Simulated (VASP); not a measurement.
## MoS2: single point with PBEsol+D3(BJ)

MoS2, a slab with vacuum:

```
CELL_PARAMETERS angstrom
3.24700 0.00000 0.00000
-1.62350 2.81198 0.00000
0.00000 0.00000 22.09556
ATOMIC_POSITIONS crystal
Mo 0.33333 0.66667 0.85116
Mo 0.66667 0.33333 0.14884
S 0.66667 0.33333 0.77963
S 0.33333 0.66667 0.07725
S 0.66667 0.33333 0.92275
S 0.33333 0.66667 0.22037
```

| Property | Result |
| --- | --- |
| Program | VASP 6.6.1 |
| Task | single point |
| Functional | PBEsol |
| Dispersion | D3(BJ) |
| Potentials or basis | VASP PAW PBE potentials, release 64 (Mo_sv, S) |
| Cutoff | 520 eV |
| k mesh | 10 × 10 × 2 |
| Occupations | fermi-dirac, width 0.05 eV |
| Spin | no spin polarisation |
| Dipole correction | no |
| Further INCAR settings | ALGO = Normal; EDIFF = 1e-06; NBANDS = 35 |

The largest force is 1.069 eV/Å. The band gap on the k mesh is 1.30 eV, indirect (least direct gap 1.75 eV) and the dispersion energy per atom is -0.276 eV.

Forces in eV/Å, atoms in the order of the input:
```
Mo   0.000  0.000  0.072
Mo   0.000  0.000 -0.072
S    0.000  0.000  1.069
S    0.000  0.000  0.961
S    0.000  0.000 -0.961
S    0.000  0.000 -1.069
```

Levels at points of the mesh, in eV from the valence-band top:
| k point | band 24 | band 25 | band 26 | band 27 | band 28 | band 29 |
| --- | --- | --- | --- | --- | --- | --- |
| (0.00, 0.00, 0.00) | -1.62 | -0.41 | 0.00 | 2.25 | 2.25 | 2.26 |
| (0.50, 0.00, 0.00) | -1.32 | -0.96 | -0.92 | 1.72 | 1.73 | 2.17 |
| (0.00, 0.00, 0.50) | -1.62 | -0.41 | 0.00 | 2.25 | 2.25 | 2.26 |
| (0.50, 0.00, 0.50) | -1.32 | -0.96 | -0.92 | 1.72 | 1.73 | 2.17 |

Run time: 10 min on 1 thread of AMD EPYC 7R13, with other jobs on the host, peak memory 0.37 GiB.

Caveat: the PAW data sets were made with another functional, which shifts forces and pressure a little.
